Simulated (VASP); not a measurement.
Wanted: the native input for a VASP 6.6.1 run.

| Item | Value |
| --- | --- |
| Task | single point |
| Functional | PBE |
| Potentials or basis | VASP PAW PBE potentials, release 64 (Pb_d) |
| Cutoff | 520 eV |
| k mesh | 14 × 14 × 8 |
| Occupations | gaussian, width 0.05 eV |
| Spin | no spin polarisation |
| Dipole correction | no |
| Further INCAR settings | ALGO = Fast; EDIFF = 1e-06; NBANDS = 21 |

The structure of Pb lies in POSCAR:

```
Pb
1.0
    3.4915287323      0.0000000000      0.0000000000
   -1.7457643661      3.0237525802      0.0000000000
    0.0000000000      0.0000000000      5.7807323770
Pb
2
Direct
    0.3333333333      0.6666666667      0.2500000000
    0.6666666667      0.3333333333      0.7500000000
```

This isn't the form of Pb at room conditions, which is fcc.

One way to write it, as run:

INCAR

```
SYSTEM = Pb
ALGO = Fast
EDIFF = 1E-6
ENCUT = 520
GGA = PE
ISIF = 2
ISMEAR = 0
LASPH = .TRUE.
LCHARG = .TRUE.
LELF = .TRUE.
LREAL = .FALSE.
LVHAR = .TRUE.
LWAVE = .FALSE.
NBANDS = 21
NELM = 60
PREC = Accurate
SIGMA = 0.05
```

KPOINTS

```
k-points
0
G
  14 14 8
  0 0 0
```

Potentials or basis: VASP PAW PBE potentials, release 64 (Pb_d).

The run is started by

```console
$ cat potpaw_PBE.64/Pb_d/POTCAR > POTCAR
$ mpirun -np 1 vasp_std > vasp.out
```

It gave:

| Quantity | Value |
| --- | --- |
| Pressure | 1.7 GPa |
| Band gap on the k mesh | zero (bands 14 and 15 overlap by 7.44 eV) |

Caveat: spin-orbit coupling is left out, which moves the levels of the heavy elements.

It took 72 s on 1 thread of Intel(R) Xeon(R) 6975P-C (Granite Rapids) (shared host), peak memory 0.26 GiB.
